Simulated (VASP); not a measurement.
Here is a VASP 6.6.1 calculation.

Contents of INCAR:

```
PREC = Accurate
ENCUT = 520
EDIFF = 1E-6
ISMEAR = 0
SIGMA = 0.05
LREAL = False
LASPH = True
NELM = 150
ALGO = Normal
ISIF = 2
LWAVE = False
LCHARG = False
LMAXMIX = 4
LDAU = True
LDAUTYPE = 2
LDAUL = 2 -1
LDAUU = 4 0
LDAUJ = 0 0
LDAUPRINT = 1
GGA = PE
NBANDS = 33
```

The input KPOINTS:

```
Automatic mesh
0
Gamma
  8 8 8
```

The input POSCAR:

```
TiO2
1.0
    0.0000000000     -3.7842000000      0.0000000000
    3.7842000000      0.0000000000      0.0000000000
   -1.8921000000      1.8921000000      4.7573000000
Ti O
2 4
Direct
    0.0000000000      0.0000000000      0.0000000000
    0.7500000000      0.2500000000      0.5000000000
    0.2081000000      0.2081000000      0.4162000000
    0.9581000000      0.4581000000      0.9162000000
    0.5419000000      0.0419000000      0.0838000000
    0.7919000000      0.7919000000      0.5838000000
```

Potentials or basis: VASP PAW PBE potentials, release 64 (Ti_sv, O).

Command:

```bash
$ cat potpaw_PBE.64/Ti_sv/POTCAR potpaw_PBE.64/O/POTCAR > POTCAR
$ mpirun -np 1 vasp_std > vasp.out
```

Problem. Estimate the pressure.

Solution. 13.3 GPa.

Problem. Predict the band gap on the k mesh.

Solution. 2.71 eV (least direct gap 3.04 eV).

Problem. Predict the largest force.

Solution. 0.233 eV/Å.

Stress tensor (GPa, compression positive):
```
13.46  0.00  0.00
 0.00 13.46  0.00
 0.00  0.00 13.07
```

Caveat: the cell stands under pressure. A k mesh can miss the band edges.
